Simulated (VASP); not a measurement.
# SmMg3Al (Pm-3m) in VASP: notebook, part 2 of 2

VASP 6.6.1.

### Step 3. Relaxation of cell and atoms, PBE

Input file INCAR:

```
SYSTEM = SmMg3Al
PREC = Accurate
ENCUT = 600
EDIFF = 1E-7
ISMEAR = 0
SIGMA = 0.1
LREAL = .False.
LASPH = .True.
NELM = 200
ALGO = Normal
ISIF = 3
LWAVE = .False.
LCHARG = .False.
GGA = PE
IBRION = 2
NSW = 90
EDIFFG = -0.04
GGA_COMPAT = .False.
NELMIN = 4
LMAXMIX = 6
```

Input file KPOINTS:

```
Automatic mesh
0
Gamma
  4 4 4
  0 0 0
```

Input file POSCAR:

```
SmMg3Al
1.0
    4.3045624000      0.0000000000      0.0000000000
    0.0000000000      4.3045624000      0.0000000000
    0.0000000000      0.0000000000      4.3045624000
Sm Mg Al
1 3 1
Direct
    0.0000000000      0.0000000000      0.0000000000
    0.0000000000      0.0000000000      0.5000000000
    0.5000000000      0.0000000000      0.0000000000
    0.0000000000      0.5000000000      0.0000000000
    0.5000000000      0.5000000000      0.5000000000
```

Potentials or basis: VASP PAW PBE potentials, release 64 (Sm_3, Mg, Al), 4f in core.

The run is started by

```console
$ cat potpaw_PBE.64/Sm_3/POTCAR potpaw_PBE.64/Mg/POTCAR potpaw_PBE.64/Al/POTCAR > POTCAR
$ mpirun -np 1 vasp_std > vasp.out
```

OUTCAR:

```text
SYSTEM = SmMg3Al
   PREC = Accurate
   ENCUT = 600
   EDIFF = 1E-7
   ISMEAR = 0
   LREAL = .False.
   LASPH = .True.
   NELM = 200
   ISIF = 3
   GGA = PE
   IBRION = 2
   NSW = 90
   EDIFFG = -0.04
   NELMIN = 4

 ion  position               nearest neighbor table
   1  0.000  0.000  0.000-   2 2.15   3 2.15   4 2.15   2 2.15   4 2.15   3 2.15
   2  0.000  0.000  0.500-   1 2.15   1 2.15   4 3.04   5 3.04   3 3.04   3 3.04   4 3.04   4 3.04
                             5 3.04   4 3.04   3 3.04   5 3.04   3 3.04   5 3.04
   3  0.500  0.000  0.000-   1 2.15   1 2.15   4 3.04   5 3.04   2 3.04   5 3.04   4 3.04   5 3.04
                             5 3.04   2 3.04   2 3.04   4 3.04   2 3.04   4 3.04
   4  0.000  0.500  0.000-   1 2.15   1 2.15   3 3.04   5 3.04   2 3.04   5 3.04   2 3.04   2 3.04
                             3 3.04   2 3.04   3 3.04   5 3.04   5 3.04   3 3.04
   5  0.500  0.500  0.500-   2 3.04   3 3.04   4 3.04   3 3.04   4 3.04   2 3.04   3 3.04   3 3.04
                             2 3.04   4 3.04   4 3.04   2 3.04

  LATTYP: Found a simple cubic cell.
 ALAT       =     4.3045624000

  Lattice vectors:

 A1 = (   4.3045624000,   0.0000000000,   0.0000000000)
 A2 = (   0.0000000000,   4.3045624000,   0.0000000000)
 A3 = (   0.0000000000,   0.0000000000,   4.3045624000)

Analysis of symmetry for initial positions (statically):
=====================================================================
 Subroutine PRICEL returns:
 Original cell was already a primitive cell.

 Routine SETGRP: Setting up the symmetry group for a
 simple cubic supercell.

 Subroutine GETGRP returns: Found 48 space group operations
 (whereof 48 operations were pure point group operations)
 out of a pool of 48 trial point group operations.

The static configuration has the point symmetry O_h .

Analysis of symmetry for dynamics (positions and initial velocities):
=====================================================================
 Subroutine PRICEL returns:
 Original cell was already a primitive cell.

 Routine SETGRP: Setting up the symmetry group for a
 simple cubic supercell.

 Subroutine GETGRP returns: Found 48 space group operations
 (whereof 48 operations were pure point group operations)
 out of a pool of 48 trial point group operations.
[... 108 lines left out ...]
   EFERMI_NEDOS =   21; number of points for ismear=-14 and -15
   IALGO  =     38    algorithm
   IMIX   =      4    mixing-type and parameters
     AMIX     =   0.40;   BMIX     =  1.00
     AMIX_MAG =   1.60;   BMIX_MAG =  1.00
  volume/ion in A,a.u.               =      15.95       107.65
  Fermi-wavevector in a.u.,A,eV,Ry     =   1.032339  1.950839 14.500063  1.065725
  Thomas-Fermi vector in A             =   2.166532
   LORBIT       =      0    0 simple, 1 ext, 2 COOP (PROOUT), +10 PAW based schemes
   GGA     = PE    functional components
   LHFCALC =     F    Hartree Fock is set to
   AEXX    =    0.0000 exact exchange contribution
   IVDW    =     0    specifies the selected vdW correction
   LEPSILON=     F    determine dielectric tensor
   LRPA    =     F    only Hartree local field effects (RPA)
 conjugate gradient relaxation of ions
 non-spin polarized calculation
 Gauss-broadening in eV      SIGMA  =   0.10
  energy-cutoff  :      600.00
  volume of cell :       79.76
 maximum number of plane-waves:      2680
 NGX is ok and might be reduce to    36
   NGX = 17   NGY = 17   NGZ = 17

--------------------------------------- Ionic step        1  -------------------------------------------

 number of electron      20.0000000 magnetization

 Free energy of the ion-electron system (eV)
  ---------------------------------------------------
  ext. energy  EPLUGINS =         0.00000000
  ---------------------------------------------------
  free energy    TOTEN  =         3.30700669 eV

  energy without entropy =        3.32813959  energy(sigma->0) =        3.31757314

 E-fermi :   5.5325     XC(G=0): -10.4909

 val. band max:        5.5307533481   @ k =   0.0000   0.0000   0.0000
 cond. band min:       5.5371853884   @ k =   0.5000   0.2500   0.2500
 fundamental gap:      0.0064320403
 Fermi energy:         5.5325484453

 k-point     1 :       0.0000    0.0000    0.0000
  band No.  band energies     occupation
      1     -35.4006      2.00000
      2     -15.3251      2.00000
      3     -15.3251      2.00000
      4     -15.3251      2.00000
      5      -2.2402      2.00000
      6       3.7489      2.00000
      7       3.7489      2.00000
      8       5.5246      1.08938
      9       5.5246      1.08938
     10       5.5246      1.08938
     11       5.5308      1.02025
     12       5.5308      1.02025
     13       5.5308      1.02025
     14       7.9899      0.00000
[... 267 lines left out ...]
--------------------------------------- Ionic step        4  -------------------------------------------

 number of electron      20.0000004 magnetization

 Free energy of the ion-electron system (eV)
  ---------------------------------------------------
  ext. energy  EPLUGINS =         0.00000000
  ---------------------------------------------------
  free energy    TOTEN  =        -6.65923518 eV

  energy without entropy =       -6.59961328  energy(sigma->0) =       -6.62942423

 E-fermi :   0.4612     XC(G=0):  -7.1081

 val. band max:        0.4580772803   @ k =   0.5000   0.5000   0.0000
 cond. band min:       0.4833421708   @ k =   0.5000   0.0000   0.0000
 fundamental gap:      0.0252648905
 Fermi energy:         0.4611558326

 k-point     1 :       0.0000    0.0000    0.0000
  band No.  band energies     occupation
      1     -40.9449      2.00000
      2     -20.4425      2.00000
      3     -20.4425      2.00000
      4     -20.4425      2.00000
      5      -4.4423      2.00000
      6      -1.9803      2.00000
      7      -1.1785      2.00000
      8      -1.1785      2.00000
      9       0.4115      1.51733
     10       0.4115      1.51733
     11       0.4115      1.51733
     12       1.4062      0.00000
     13       1.4062      0.00000
     14       1.4062      0.00000
[... 183 lines left out ...]
  FREE ENERGIE OF THE ION-ELECTRON SYSTEM (eV)
  ---------------------------------------------------
  free  energy   TOTEN  =        -6.6592351751 eV

  energy  without entropy=       -6.5996132815  energy(sigma->0) =       -6.62942423

 reached required accuracy - stopping structural energy minimisation
```

Run time: 34 s. Hardware: 1 thread of Intel Xeon 6975P-C (Granite Rapids), shared host; peak memory 0.21 GiB.

Results:

```yaml
Free_energy: -6.6592 eV
Relaxed_volume: 42.28 Å³/atom
Relaxed_cell: a = 5.957 Å, b = 5.957 Å, c = 5.957 Å, α = 90.00°, β = 90.00°, γ = 90.00°
Space_group_after_relaxing_to_0.1_Å: Pm-3m (No. 221)
Energy_gained_by_relaxing: 1993.2 meV/atom
Ionic_steps: 4
Pressure_after_relaxing: 0.1 GPa
Band_gap_on_the_k_mesh: zero (bands 10 and 11 overlap by 1.25 eV)
```

The path:
| step | energy change (eV) | largest force (eV/Å) | pressure (GPa) | volume (Å³) |
| --- | --- | --- | --- | --- |
| 1 | 0.0000 | 0.0000 | 59.51 | 79.76 |
| 2 | -9.6287 | 0.0000 | 2.87 | 169.57 |
| 3 | -9.8163 | 0.0000 | 1.73 | 182.84 |
| 4 | -9.9662 | 0.0000 | 0.05 | 211.41 |

Final structure:
```cif
data_structure
_symmetry_space_group_name_H-M 'P 1'
_symmetry_Int_Tables_number 1
_cell_length_a 5.9572
_cell_length_b 5.9572
_cell_length_c 5.9572
_cell_angle_alpha 90.000
_cell_angle_beta 90.000
_cell_angle_gamma 90.000
_cell_volume 211.41
loop_
_atom_site_label
_atom_site_type_symbol
_atom_site_fract_x
_atom_site_fract_y
_atom_site_fract_z
_atom_site_occupancy
Sm1 Sm 0.00000 0.00000 0.00000 1
Mg1 Mg 0.00000 0.00000 0.50000 1
Mg2 Mg 0.50000 0.00000 0.00000 1
Mg3 Mg 0.00000 0.50000 0.00000 1
Al1 Al 0.50000 0.50000 0.50000 1
```

Levels at points of the mesh, in eV from the Fermi level:
```csv
k point,band 8,band 9,band 10,band 11,band 12,band 13
"(0.00, 0.00, 0.00)",-1.64,-0.05,-0.05,-0.05,0.95,0.95
"(0.50, 0.00, 0.00)",-1.05,-0.13,-0.13,0.02,1.19,1.19
"(0.50, 0.50, 0.00)",-2.04,-0.30,0.00,0.31,0.31,0.32
"(0.50, 0.50, 0.50)",-1.35,-1.35,-1.19,-1.19,-1.19,0.35
```

Caveat: the k points lie up to 0.26 Å⁻¹ apart in the final cell, too coarse for converged energies and pressures of a metal; the volume moved by over 15 % at a fixed basis, so the end points are rough; spin-orbit coupling is left out, which moves the levels of the heavy elements; the 4f electrons are frozen in the core, so they carry no moment and show no levels.

### Step 4. Single point, PBE

This run uses another cell than the first one, of 42.29 Å³/atom.

Input file INCAR:

```
PREC = Accurate
ENCUT = 600
EDIFF = 1E-6
ISMEAR = 0
SIGMA = 0.1
LREAL = F
LASPH = T
NELM = 200
ALGO = Normal
ISIF = 2
LWAVE = F
LCHARG = F
GGA = PE
NBANDS = 18
GGA_COMPAT = F
LMAXMIX = 6
```

Input file KPOINTS:

```
regular mesh
0
Gamma
  4 4 4
```

POSCAR, as its differences from that of step 3:

```diff
@@ -2,5 +2,5 @@
 1.0
-    4.3045624000      0.0000000000      0.0000000000
-    0.0000000000      4.3045624000      0.0000000000
-    0.0000000000      0.0000000000      4.3045624000
+    5.9574011945      0.0000000000      0.0000000000
+    0.0000000000      5.9574011945      0.0000000000
+    0.0000000000      0.0000000000      5.9574011945
 Sm Mg Al
```

The run is started by

```console
$ cat potpaw_PBE.64/Sm_3/POTCAR potpaw_PBE.64/Mg/POTCAR potpaw_PBE.64/Al/POTCAR > POTCAR
$ mpirun -np 1 vasp_std > vasp.out
```

Run time: 22 s. Hardware: 1 thread of Intel Xeon 6975P-C (Granite Rapids), shared host; peak memory 0.35 GiB.

Results (log left out):

| Item | Value |
| --- | --- |
| Free energy | -6.6644 eV |
| Pressure | 0.1 GPa |
| Band gap on the k mesh | zero (bands 10 and 11 overlap by 1.25 eV) |

Levels at points of the mesh, in eV from the Fermi level:
```tsv
k point	band 6	band 7	band 8	band 9	band 10	band 11	band 12	band 13	band 14	band 15
(0.00, 0.00, 0.00)	-2.44	-1.64	-1.64	-0.05	-0.05	-0.05	0.95	0.95	0.95	2.93
(0.50, 0.00, 0.00)	-3.60	-1.50	-1.05	-0.13	-0.13	0.02	1.02	1.19	1.19	1.52
(0.50, 0.50, 0.00)	-2.78	-2.04	-2.04	-0.30	0.00	0.31	0.31	0.32	1.23	1.64
(0.50, 0.50, 0.50)	-1.38	-1.35	-1.35	-1.35	-1.19	-1.19	-1.19	0.35	0.35	2.20
```

Caveat: spin-orbit coupling is left out, which moves the levels of the heavy elements; the 4f electrons are frozen in the core, so they carry no moment and show no levels. Spin polarisation is off, so any magnetic state and its effect on volume and gap are missing.

### Step 5. Single point, PBE

This run uses another cell than the first one, of 42.29 Å³/atom.

Input file INCAR:

```
SYSTEM = SmMg3Al
PREC = Accurate ; ENCUT = 600
EDIFF = 1E-6 ; ISMEAR = 0
SIGMA = 0.1 ; LREAL = .False.
LASPH = .True. ; NELM = 200
ALGO = Normal ; ISIF = 2
LWAVE = .False. ; LCHARG = .False.
GGA = PE ; NBANDS = 18
GGA_COMPAT = .False. ; LMAXMIX = 6
```

Input file KPOINTS:

```
Automatic mesh
0
Gamma
  6 6 6
  0 0 0
```

POSCAR is that of step 4.

The run is started by

```console
$ cat potpaw_PBE.64/Sm_3/POTCAR potpaw_PBE.64/Mg/POTCAR potpaw_PBE.64/Al/POTCAR > POTCAR
$ mpirun -np 1 vasp_std > vasp.out
```

It took 41 s on 1 thread of Intel Xeon 6975P-C (Granite Rapids), shared host; peak memory 0.38 GiB.

Results (log left out):

* Free energy: -6.6719 eV
* Pressure: 0.0 GPa
* Band gap on the k mesh: zero (bands 10 and 11 overlap by 1.29 eV)

Levels at points of the mesh, in eV from the Fermi level:
```tsv
k point	band 8	band 9	band 10	band 11	band 12	band 13
(0.00, 0.00, 0.00)	-1.63	-0.03	-0.03	-0.03	0.96	0.96
(0.50, 0.00, 0.00)	-1.03	-0.11	-0.11	0.03	1.03	1.21
(0.50, 0.50, 0.00)	-2.02	-0.28	0.01	0.32	0.32	0.33
(0.50, 0.50, 0.50)	-1.34	-1.34	-1.18	-1.18	-1.18	0.36
```

Caveat: spin-orbit coupling is left out, which moves the levels of the heavy elements; the 4f electrons are frozen in the core, so they carry no moment and show no levels. Spin polarisation is off, so any magnetic state and its effect on volume and gap are missing.

### Step 6. Relaxation of cell and atoms, PBE

This run uses another cell than the first one, of 42.29 Å³/atom.

Input file INCAR:

```
SYSTEM = SmMg3Al
PREC = Accurate ; ENCUT = 600
EDIFF = 1E-7 ; ISMEAR = 0
SIGMA = 0.1 ; LREAL = .FALSE.
LASPH = .TRUE. ; NELM = 200
ALGO = Normal ; ISIF = 3
LWAVE = .FALSE. ; LCHARG = .FALSE.
GGA = PE ; IBRION = 2
NSW = 100 ; EDIFFG = -0.01
GGA_COMPAT = .FALSE. ; NELMIN = 4
LMAXMIX = 6
```

Input file KPOINTS:

```
regular mesh
0
G
  6 6 6
  0 0 0
```

POSCAR is that of step 5.

Potentials or basis: VASP PAW PBE potentials, release 64 (Sm_3, Mg, Al), 4f in core.

The run is started by

```console
$ cat potpaw_PBE.64/Sm_3/POTCAR potpaw_PBE.64/Mg/POTCAR potpaw_PBE.64/Al/POTCAR > POTCAR
$ mpirun -np 1 vasp_std > vasp.out
```

It took 63 s on 1 thread of Intel Xeon 6975P-C (Granite Rapids), shared host; peak memory 0.38 GiB.

Results (log left out):

```yaml
Free_energy: -6.6719 eV
Relaxed_volume: 42.35 Å³/atom
Relaxed_cell: a = 5.961 Å, b = 5.961 Å, c = 5.961 Å, α = 90.00°, β = 90.00°, γ = 90.00°
Space_group_after_relaxing_to_0.1_Å: Pm-3m (No. 221)
Energy_gained_by_relaxing: 0.0 meV/atom
Ionic_steps: 2
Pressure_after_relaxing: 0.0 GPa
Band_gap_on_the_k_mesh: zero (bands 10 and 11 overlap by 1.29 eV)
```

Final structure:
```
Sm Mg Al
1.0
     5.96055    0.00000    0.00000
     0.00000    5.96055    0.00000
     0.00000    0.00000    5.96055
Sm Mg Al
1 3 1
Cartesian
  0.0000 0.0000 0.0000
  0.0000 0.0000 2.9803
  2.9803 0.0000 0.0000
  0.0000 2.9803 0.0000
  2.9803 2.9803 2.9803
```

Levels at points of the mesh, in eV from the Fermi level:
```tsv
k point	band 6	band 7	band 8	band 9	band 10	band 11	band 12	band 13	band 14
(0.00, 0.00, 0.00)	-2.43	-1.63	-1.63	-0.03	-0.03	-0.03	0.96	0.96	0.96
(0.50, 0.00, 0.00)	-3.58	-1.48	-1.04	-0.11	-0.11	0.03	1.03	1.21	1.21
(0.50, 0.50, 0.00)	-2.77	-2.02	-2.02	-0.28	0.01	0.32	0.32	0.33	1.25
(0.50, 0.50, 0.50)	-1.36	-1.34	-1.34	-1.34	-1.17	-1.17	-1.17	0.36	0.36
```

Caveat: spin-orbit coupling is left out, which moves the levels of the heavy elements; the 4f electrons are frozen in the core, so they carry no moment and show no levels.

### Step 7. Single point, PBE

This run uses another cell than the first one, of 42.29 Å³/atom.

Input file INCAR:

```
SYSTEM = SmMg3Al
PREC = Accurate
ENCUT = 600
EDIFF = 1E-6
ISMEAR = 0
SIGMA = 0.1
LREAL = .False.
LASPH = .True.
NELM = 200
ALGO = Normal
ISIF = 2
LWAVE = .False.
LCHARG = .False.
GGA = PE
NBANDS = 18
ISYM = 0
GGA_COMPAT = .False.
LMAXMIX = 6
```

Input file KPOINTS:

```
regular mesh
0
Gamma
  6 6 6
  0 0 0
```

POSCAR is that of step 6.

The run is started by

```console
$ cat potpaw_PBE.64/Sm_3/POTCAR potpaw_PBE.64/Mg/POTCAR potpaw_PBE.64/Al/POTCAR > POTCAR
$ mpirun -np 1 vasp_std > vasp.out
```

It took 3.6 min on 1 thread of Intel Xeon 6975P-C (Granite Rapids), shared host; peak memory 0.76 GiB.

It converged, with:

- Free energy: -6.6719 eV
- Pressure: 0.0 GPa
- Band gap on the k mesh: zero (bands 10 and 11 overlap by 1.29 eV)

Levels at points of the mesh, in eV from the Fermi level:
```csv
k point,band 6,band 7,band 8,band 9,band 10,band 11,band 12,band 13,band 14,band 15
"(0.00, 0.00, 0.00)",-2.42,-1.63,-1.63,-0.03,-0.03,-0.03,0.96,0.96,0.96,2.94
"(0.50, 0.00, 0.00)",-3.58,-1.48,-1.03,-0.11,-0.11,0.03,1.03,1.21,1.21,1.54
"(0.00, 0.50, 0.00)",-3.58,-1.48,-1.03,-0.11,-0.11,0.03,1.03,1.21,1.21,1.54
"(0.00, 0.00, 0.50)",-3.58,-1.48,-1.03,-0.11,-0.11,0.03,1.03,1.21,1.21,1.54
"(0.50, 0.50, 0.00)",-2.77,-2.02,-2.02,-0.28,0.01,0.32,0.32,0.33,1.25,1.65
"(0.00, 0.50, 0.50)",-2.77,-2.02,-2.02,-0.28,0.01,0.32,0.32,0.33,1.25,1.65
"(0.50, 0.00, 0.50)",-2.77,-2.02,-2.02,-0.28,0.01,0.32,0.32,0.33,1.25,1.65
"(0.50, 0.50, 0.50)",-1.36,-1.34,-1.34,-1.34,-1.18,-1.18,-1.18,0.36,0.36,2.22
```

Caveat: spin-orbit coupling is left out, which moves the levels of the heavy elements; the 4f electrons are frozen in the core, so they carry no moment and show no levels.

### Step 8. Summary

```csv
task,cell,k mesh,gap on the mesh (eV),pressure (GPa),relaxed volume (Å³/atom)
single point,"a = 4.305 Å, 5 atoms",4 × 4 × 4,none,59.5,-
relaxation of cell and atoms,"relaxed from a = 4.305 Å, 5 atoms",4 × 4 × 4,none,0.1,42.28
single point,"a = 5.957 Å, 5 atoms",4 × 4 × 4,none,0.1,-
single point,"a = 5.957 Å, 5 atoms",6 × 6 × 6,none,0.0,-
relaxation of cell and atoms,"relaxed from a = 5.957 Å, 5 atoms",6 × 6 × 6,none,0.0,42.35
```

Alike in all rows: level PBE; potentials or basis VASP PAW PBE potentials, release 64 (Sm_3, Mg, Al), 4f in core; no spin polarisation; cutoff (eV) 600; smearing gaussian 0.1 eV.

Caveats: some runs use coarse meshes; spin-orbit coupling is left out, which moves the levels of the heavy elements; the 4f electrons are frozen in the core, so they carry no moment and show no levels; the volume moved by over 15 % at a fixed basis, so the end points are rough (at least some runs).

Absolute energies hang on the potentials; compare differences alone.

The gap in the log of VASP goes by the Fermi energy; the results here count the filled bands.